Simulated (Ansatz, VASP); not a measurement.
## KCdI3: VASP beside Ansatz

```
K Cd I
1.0
     5.93699    0.05937    0.00000
     0.05937    5.93699    0.00000
     0.00000    0.00000    5.93699
K Cd I
1 1 3
Cartesian
  0.0000 0.0000 0.0000
  2.9982 2.9982 2.9685
  2.9982 2.9982 0.0000
  2.9685 0.0297 2.9685
  0.0297 2.9685 2.9685
```

Change from the starting cell: shear_xy strain +2.0%.

Alike in both runs: task single point; functional PBE; k mesh 4 × 4 × 4; occupations fermi-dirac, width 0.02 eV; no spin polarisation.

|  | VASP | Ansatz |
| --- | --- | --- |
| version | VASP 6.6.1 | Ansatz 0.2.0 |
| potentials or method | VASP PAW PBE potentials, release 64 (K_sv, Cd, I) | plane waves, PAW |
| plane-wave cutoff (eV) | 520 | 420 |
| valence electrons in the cell | 42 | 80 |

|  | VASP | Ansatz | Ansatz less VASP |
| --- | --- | --- | --- |
| pressure (GPa) | 0.6 | 0.6 | -0.06 |
| traceless stress, the component that is largest in VASP (GPa) | -0.12 | -0.12 | -0.002 |

VASP's potentials hold 42 valence electrons a cell and Ansatz's 80, so a difference there can come from the potentials and not from the codes.

Spin-orbit coupling is off throughout.
